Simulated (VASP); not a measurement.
# Mg2Si (Fm-3m) in VASP: settings compared

Aim: see how the results for Mg2Si move with the level of theory and the settings. Levels: BLYP, PBEsol, PBE. Tasks: single point.

Program: VASP 6.6.1. These are calculated values, not measurements. Logs are shortened: lines on timing, memory, paths and dates and some standing lists are left out, and cuts for length are marked.

### Step 1. The cell of the first run

It takes space group Fm-3m (No. 225, cubic). Conventional cell: a = 6.340 Å, b = 6.340 Å, c = 6.340 Å, α = 90.00°, β = 90.00°, γ = 90.00°. Mg (site symmetry -43m) has 4 Si at 2.75 Å and 6 Mg at 3.17 Å within 3.6 Å. Si (site symmetry m-3m) has 8 Mg at 2.75 Å within 3.6 Å.

### Step 2. Single point, BLYP, non-collinear spin, zero start, spin-orbit coupling

File INCAR:

```
SYSTEM = Mg2Si
  PREC = Accurate
  ENCUT = 600
  EDIFF = 1E-6
  ISMEAR = 0
  SIGMA = 0.1
  LREAL = .False.
  LASPH = .True.
  NELM = 200
  ALGO = Normal
  ISIF = 2
  LWAVE = .False.
  LCHARG = .False.
  MAGMOM = 0 0 0 0 0 0 0 0 0
  LORBIT = 11
  LSORBIT = .True.
  GGA_COMPAT = .False.
  LORBMOM = .True.
  GGA = B5
  ALDAX = 1.0
  AGGAX = 1.0
  AGGAC = 1.0
  ALDAC = 0.0
  NELECT = 8.5
  NBANDS = 21
```

File KPOINTS:

```
regular mesh
0
Gamma
  3 3 3
  0 0 0
```

File POSCAR:

```
Mg2Si
1.0
    0.0000000000      3.1698179195      3.1698179195
    3.1698179195      0.0000000000      3.1698179195
    3.1698179195      3.1698179195      0.0000000000
Mg Si
2 1
Direct
    0.2500000000      0.2500000000      0.2500000000
    0.7500000000      0.7500000000      0.7500000000
    0.0000000000      0.0000000000      0.0000000000
```

Potentials or basis: VASP PAW PBE potentials, release 64 (Mg, Si).

The run is started by

```sh
> cat potpaw_PBE.64/Mg/POTCAR potpaw_PBE.64/Si/POTCAR > POTCAR
> mpirun -np 1 vasp_ncl > vasp.out
```

OUTCAR:

```text
SYSTEM = Mg2Si
   PREC = Accurate
   ENCUT = 600
   EDIFF = 1E-6
   ISMEAR = 0
   LREAL = .False.
   LASPH = .True.
   NELM = 200
   ISIF = 2
   LORBIT = 11
   LSORBIT = .True.
   GGA = B5
   NELECT = 8.5

 ion  position               nearest neighbor table
   1  0.250  0.250  0.250-   3 2.75   3 2.75   3 2.75   3 2.75   2 3.17   2 3.17   2 3.17   2 3.17
                             2 3.17   2 3.17
   2  0.750  0.750  0.750-   3 2.75   3 2.75   3 2.75   3 2.75   1 3.17   1 3.17   1 3.17   1 3.17
                             1 3.17   1 3.17
   3  0.000  0.000  0.000-   2 2.75   2 2.75   2 2.75   1 2.75   2 2.75   1 2.75   1 2.75   1 2.75

  LATTYP: Found a face centered cubic cell.
 ALAT       =     6.3396358390

  Lattice vectors:

 A1 = (   0.0000000000,   3.1698179195,   3.1698179195)
 A2 = (   3.1698179195,   0.0000000000,   3.1698179195)
 A3 = (   3.1698179195,   3.1698179195,   0.0000000000)

Analysis of symmetry for initial positions (statically):
=====================================================================
 Subroutine PRICEL returns:
 Original cell was already a primitive cell.

 Routine SETGRP: Setting up the symmetry group for a
 face centered cubic supercell.

 Subroutine GETGRP returns: Found 48 space group operations
 (whereof 48 operations were pure point group operations)
 out of a pool of 48 trial point group operations.

The static configuration has the point symmetry O_h .

Analysis of symmetry for dynamics (positions and initial velocities):
=====================================================================
 Subroutine PRICEL returns:
 Original cell was already a primitive cell.

 Routine SETGRP: Setting up the symmetry group for a
 face centered cubic supercell.

 Subroutine GETGRP returns: Found 48 space group operations
 (whereof 48 operations were pure point group operations)
 out of a pool of 48 trial point group operations.

The dynamic configuration has the point symmetry O_h .

Analysis of structural, dynamic, and magnetic symmetry:
=====================================================================
 Subroutine PRICEL returns:
 Original cell was already a primitive cell.

 Routine SETGRP: Setting up the symmetry group for a
 face centered cubic supercell.

 Subroutine GETGRP returns: Found 48 space group operations
 (whereof 48 operations were pure point group operations)
 out of a pool of 48 trial point group operations.

The overall configuration has the point symmetry O_h .

 Subroutine INISYM returns: Found 48 space group operations
 (whereof 48 operations are pure point group operations),
 and found     1 'primitive' translations

----------------------------------------------------------------------------------------

                                     Primitive cell

  volume of cell :      63.6990

  direct lattice vectors                    reciprocal lattice vectors
     0.000000000  3.169817919  3.169817919    -0.157737767  0.157737767  0.157737767
     3.169817919  0.000000000  3.169817919     0.157737767 -0.157737767  0.157737767
     3.169817919  3.169817919  0.000000000     0.157737767  0.157737767 -0.157737767

  length of vectors
     4.482799492  4.482799492  4.482799492     0.273209826  0.273209826  0.273209826

  position of ions in fractional coordinates (direct lattice)
     0.250000000  0.250000000  0.250000000
     0.750000000  0.750000000  0.750000000
     0.000000000  0.000000000  0.000000000

  ion indices of the primitive-cell ions
   primitive index   ion index
                 1           1
                 2           2
                 3           3

----------------------------------------------------------------------------------------

 KPOINTS: regular mesh

Automatic generation of k-mesh.
 Grid dimensions read from file:
[... 79 lines left out ...]
   NGX = 17   NGY = 17   NGZ = 17

 number of electron       8.5000000 magnetization      -0.0000000     -0.0000000      0.0000000

 number of electron       8.5000000 magnetization       0.0000000      0.0000000      0.0000000

 number of electron       8.5000000 magnetization      -0.0000000     -0.0000000     -0.0000000

 Free energy of the ion-electron system (eV)
  ---------------------------------------------------
  ext. energy  EPLUGINS =         0.00000000
  ---------------------------------------------------
  free energy    TOTEN  =        -4.05180017 eV

  energy without entropy =       -4.04254550  energy(sigma->0) =       -4.04717284

 E-fermi :   4.9486     XC(G=0):  -8.3681

 val. band max:        4.7741923393   @ k =   0.3333   0.3333   0.0000
 cond. band min:       5.0554968879   @ k =   0.3333   0.3333   0.0000
 fundamental gap:      0.2813045486
 Fermi energy:         4.9486082468

 k-point     1 :       0.0000    0.0000    0.0000
  band No.  band energies     occupation
      1      -5.0861      1.00000
      2      -5.0861      1.00000
      3       4.0233      1.00000
      4       4.0233      1.00000
      5       4.0565      1.00000
      6       4.0565      1.00000
[... 68 lines left out ...]
      6       0.3364      1.00000
[... 12 lines left out ...]
     19       9.9360      0.00000
     20       9.9360      0.00000
 [bands above 20 left out]

------------------------ aborting loop because EDIFF is reached ----------------------------------------

  FORCE on cell =-STRESS in cart. coord.  units (eV):
  Direction    XX          YY          ZZ          XY          YZ          ZX
  --------------------------------------------------------------------------------------
  -------------------------------------------------------------------------------------
  Total        4.6431875      4.6431875      4.6431875     -0.0000000      0.0000000     -0.0000000
  in kB      116.7868284    116.7868284    116.7868284     -0.0000000      0.0000000     -0.0000000
  external PRESSURE =     116.7868284 kB  Pullay stress =       0.0000000 kB

 VOLUME and BASIS-vectors are now :
 -----------------------------------------------------------------------------
  energy-cutoff  :      600.00
  volume of cell :       63.70
      direct lattice vectors                 reciprocal lattice vectors
     0.000000000  3.169817919  3.169817919    -0.157737767  0.157737767  0.157737767
     3.169817919  0.000000000  3.169817919     0.157737767 -0.157737767  0.157737767
     3.169817919  3.169817919  0.000000000     0.157737767  0.157737767 -0.157737767

 POSITION                                       TOTAL-FORCE (eV/Angst)
 -----------------------------------------------------------------------------------
      1.58491      1.58491      1.58491        -0.000000      0.000000     -0.000000
      4.75473      4.75473      4.75473         0.000000      0.000000      0.000000
      0.00000      0.00000      0.00000         0.000000     -0.000000      0.000000
 -----------------------------------------------------------------------------------
    total drift:                               -0.000000     -0.000000     -0.000000

  FREE ENERGIE OF THE ION-ELECTRON SYSTEM (eV)
  ---------------------------------------------------
  free  energy   TOTEN  =        -4.0518001725 eV

  energy  without entropy=       -4.0425455018  energy(sigma->0) =       -4.04717284

 orbital moment (x)

 # of ion     p       d       tot
 ----------------------------------------
  1        -0.000   0.000   0.000
  2        -0.000  -0.000  -0.000
  3         0.000   0.000   0.000
 ----------------------------------------
           -0.000   0.000  -0.000

 orbital moment (y)

 # of ion     p       d       tot
 ----------------------------------------
  1         0.000  -0.000  -0.000
  2         0.000  -0.000  -0.000
  3         0.000   0.000   0.000
 ----------------------------------------
            0.000  -0.000  -0.000

 orbital moment (z)

 # of ion     p       d       tot
 ----------------------------------------
  1         0.000   0.000   0.000
  2         0.000  -0.000  -0.000
  3         0.000   0.000   0.000
 ----------------------------------------
            0.000   0.000   0.000

 Spin-Orbit-Coupling matrix elements

 Ion:    1  E_soc:     -0.0000393
 l=   1
     0.0000000    -0.0000065    -0.0000065
    -0.0000065     0.0000000    -0.0000065
    -0.0000065    -0.0000065     0.0000000
 l=   2
     0.0000000    -0.0000000     0.0000000    -0.0000000    -0.0000000
    -0.0000000     0.0000000    -0.0000000    -0.0000000    -0.0000000
     0.0000000    -0.0000000     0.0000000    -0.0000000     0.0000000
    -0.0000000    -0.0000000    -0.0000000     0.0000000    -0.0000000
    -0.0000000    -0.0000000     0.0000000    -0.0000000     0.0000000
 l=   3
     0.0000000     0.0000000     0.0000000     0.0000000     0.0000000     0.0000000     0.0000000
     0.0000000     0.0000000     0.0000000     0.0000000     0.0000000     0.0000000     0.0000000
     0.0000000     0.0000000     0.0000000     0.0000000     0.0000000     0.0000000     0.0000000
     0.0000000     0.0000000     0.0000000     0.0000000     0.0000000     0.0000000     0.0000000
[... 29 lines left out ...]
 l=   2
     0.0000000     0.0000000     0.0000000     0.0000000     0.0000000
     0.0000000     0.0000000     0.0000000     0.0000000     0.0000000
     0.0000000     0.0000000     0.0000000     0.0000000     0.0000000
     0.0000000     0.0000000     0.0000000     0.0000000     0.0000000
     0.0000000     0.0000000     0.0000000     0.0000000     0.0000000
 l=   3
     0.0000000     0.0000000     0.0000000     0.0000000     0.0000000     0.0000000     0.0000000
     0.0000000     0.0000000     0.0000000     0.0000000     0.0000000     0.0000000     0.0000000
     0.0000000     0.0000000     0.0000000     0.0000000     0.0000000     0.0000000     0.0000000
     0.0000000     0.0000000     0.0000000     0.0000000     0.0000000     0.0000000     0.0000000
     0.0000000     0.0000000     0.0000000     0.0000000     0.0000000     0.0000000     0.0000000
     0.0000000     0.0000000     0.0000000     0.0000000     0.0000000     0.0000000     0.0000000
     0.0000000     0.0000000     0.0000000     0.0000000     0.0000000     0.0000000     0.0000000

 total charge

# of ion       s       p       d       tot
------------------------------------------
    1        0.217   0.154   0.030   0.401
    2        0.217   0.154   0.030   0.401
    3        0.730   1.025   0.000   1.755
--------------------------------------------------
tot          1.163   1.334   0.060   2.557

 magnetization (x)

# of ion       s       p       d       tot
------------------------------------------
    1        0.000  -0.000   0.000   0.000
    2        0.000  -0.000   0.000   0.000
    3        0.000   0.000   0.000   0.000
--------------------------------------------------
tot          0.000  -0.000   0.000   0.000

 magnetization (y)

# of ion       s       p       d       tot
------------------------------------------
    1        0.000   0.000   0.000   0.000
    2        0.000   0.000   0.000   0.000
    3       -0.000   0.000   0.000   0.000
--------------------------------------------------
tot         -0.000   0.000   0.000   0.000

 magnetization (z)

# of ion       s       p       d       tot
------------------------------------------
    1        0.000   0.000   0.000   0.000
    2        0.000   0.000   0.000   0.000
    3       -0.000  -0.000   0.000  -0.000
--------------------------------------------------
tot         -0.000  -0.000   0.000  -0.000
```

Wall time 33 s (1 thread of AMD EPYC 9R45 (Zen 5), shared host); peak memory 0.34 GiB.

Results:

| Item | Value |
| --- | --- |
| Free energy | -4.0518 eV |
| Net moment | 0.00 μB per cell |
| Valence electrons inside the program's atomic spheres | Mg 0.40; Si 1.75 |

Moments on the atoms (μB; x, y, z):
```
Mg  0.00 0.00 0.00
Mg  0.00 0.00 0.00
Si  0.00 0.00 0.00
```

Caveat: the k points lie up to 0.57 Å⁻¹ apart; the cell carries a net charge on a neutralising background, which shifts energy and pressure; the cell is charged against a uniform background, so pressure and absolute levels hang on convention; the PAW data sets were made with another functional, which shifts forces and pressure a little.

### Step 3. Single point, PBEsol

File INCAR:

```
SYSTEM = Mg2Si
PREC = Accurate
ENCUT = 600
EDIFF = 1E-6
ISMEAR = 0
SIGMA = 0.1
LREAL = .FALSE.
LASPH = .TRUE.
NELM = 120
ALGO = Normal
ISIF = 2
LWAVE = .FALSE.
LCHARG = .FALSE.
GGA = PS
NBANDS = 11
ISYM = 0
GGA_COMPAT = .FALSE.
```

File KPOINTS:

```
Automatic mesh
0
Gamma
  2 2 2
  0.5 0.5 0
```

POSCAR is that of step 2.

Potentials or basis: VASP PAW PBE potentials, release 64 (Mg, Si).

The run is started by

```sh
> cat potpaw_PBE.64/Mg/POTCAR potpaw_PBE.64/Si/POTCAR > POTCAR
> mpirun -np 1 vasp_std > vasp.out
```

It took 18 s on 1 thread of Intel Xeon 8259CL, shared host; peak memory 0.2 GiB.

The run converged. Its results:

```yaml
Free_energy: -10.1051 eV
Pressure: -1.0 GPa
Band_gap_on_the_k_mesh: 2.04 eV, indirect (least direct gap 2.49 eV)
```

Levels at points of the mesh, in eV from the valence-band top:
| k point | band 2 | band 3 | band 4 | band 5 | band 6 | band 7 |
| --- | --- | --- | --- | --- | --- | --- |
| (0.25, 0.25, 0.00) | -1.62 | -0.45 | -0.45 | 2.04 | 2.55 | 5.61 |

Caveat: the k points lie up to 0.86 Å⁻¹ apart; the PAW data sets were made with another functional, which shifts forces and pressure a little.

### Step 4. Single point, PBE

This run uses another cell than the first one, of 15.16 Å³/atom, 0.714 times its volume.

Changes to INCAR since step 3:

```diff
@@ -13,5 +13,4 @@
 LCHARG = .FALSE.
-GGA = PS
+GGA = PE
 NBANDS = 11
-ISYM = 0
 GGA_COMPAT = .FALSE.
```

File KPOINTS:

```
regular mesh
0
G
  4 4 4
  0 0 0
```

File POSCAR:

```
Mg2Si
1.0
    0.0000000000      2.8331335919      2.8331335919
    2.8331335919      0.0000000000      2.8331335919
    2.8331335919      2.8331335919      0.0000000000
Mg Si
2 1
Direct
    0.2500000000      0.2500000000      0.2500000000
    0.7500000000      0.7500000000      0.7500000000
    0.0000000000      0.0000000000      0.0000000000
```

The run is started by

```sh
> cat potpaw_PBE.64/Mg/POTCAR potpaw_PBE.64/Si/POTCAR > POTCAR
> mpirun -np 1 vasp_std > vasp.out
```

Run time: 10 s. Hardware: 1 thread of Intel Xeon 8259CL, shared host; peak memory 0.17 GiB.

Results (log left out):

```
Free energy            : -7.1072 eV
Pressure               : 37.5 GPa
Band gap on the k mesh : zero (band 4 reaches 6.06 eV, above the bottom of band 5 at 5.72 eV)
```

Levels at points of the mesh, in eV from the Fermi level:
```
           k point  band 1  band 2  band 3  band 4  band 5  band 6  band 7  band 8
(0.00, 0.00, 0.00)  -10.62    0.17    0.17    0.17    3.29    3.29    3.29    4.24
(0.50, 0.00, 0.00)   -8.49   -5.78   -0.61   -0.61    2.87    2.87    2.89    6.03
(0.50, 0.50, 0.00)   -7.66   -5.18   -2.22   -2.22   -0.17    1.10   10.21   10.21
```

Caveat: the k points lie up to 0.48 Å⁻¹ apart.

(Part 1 of 2 ends here.)
